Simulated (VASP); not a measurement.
The system is InGa2As3.

```
CELL_PARAMETERS angstrom
3.98853 0.00000 0.00000
-1.99427 3.45417 0.00000
0.00000 0.00000 9.76987
ATOMIC_POSITIONS crystal
Ga 0.00000 0.00000 0.00000
Ga 0.66667 0.33333 0.66667
In 0.33333 0.66667 0.33333
As 0.66667 0.33333 0.91667
As 0.33333 0.66667 0.58333
As 0.00000 0.00000 0.25000
```

```yaml
Program: VASP 6.6.1
Task: relaxation of cell and atoms
Functional: PBE
Potentials_or_basis: VASP PAW PBE potentials, release 64 (Ga_d, In_d, As)
Cutoff: 600 eV
k_mesh: 6 × 6 × 2
Occupations: fermi-dirac, width 0.02 eV
Spin: no spin polarisation
```

At the start: pressure 11.3 GPa; volume 22.43 Å³/atom.

How do energy, volume and symmetry change on relaxing?

Over 14 steps the energy falls by 135.0 meV/atom and the volume is 25.75 Å³/atom (+14.8 %); space group P3m1 (No. 156, to 0.1 Å) before and after.

The path:
```
step  energy change (eV)  largest force (eV/Å)  pressure (GPa)  volume (Å³)
   1              0.0000                1.6894           11.26       134.60
   2             -0.6183                0.3330           -3.60       167.72
   3             -0.7514                0.5619           -0.36       156.27
   4             -0.7782                0.3374           -0.18       155.50
   5             -0.7990                0.3742            0.36       153.53
   6             -0.8005                0.3487            0.28       153.94
   7             -0.8089                0.0967           -0.09       154.75
   8             -0.8090                0.1056           -0.05       154.66
   9             -0.8099                0.0139            0.02       154.50
  10             -0.8099                0.0094            0.00       154.51
  11             -0.8099                0.0075            0.00       154.51
  12             -0.8099                0.0047            0.02       154.50
  13             -0.8099                0.0023            0.03       154.48
  14             -0.8099                0.0026           -0.02       154.52
```

Final structure:
```xyz
6
Lattice="4.1730 0.0000 0.0000 -2.0865 3.6139 0.0000 0.0000 0.0000 10.2459" Properties=species:S:1:pos:R:3 pbc="T T T"
Ga    0.0000    0.0000   10.1805
Ga    2.0865    1.2046    6.8965
In    0.0000    2.4093    3.4334
As    2.0865    1.2046    9.3906
As    0.0000    2.4093    6.1034
As    0.0000    0.0000    2.4178
```
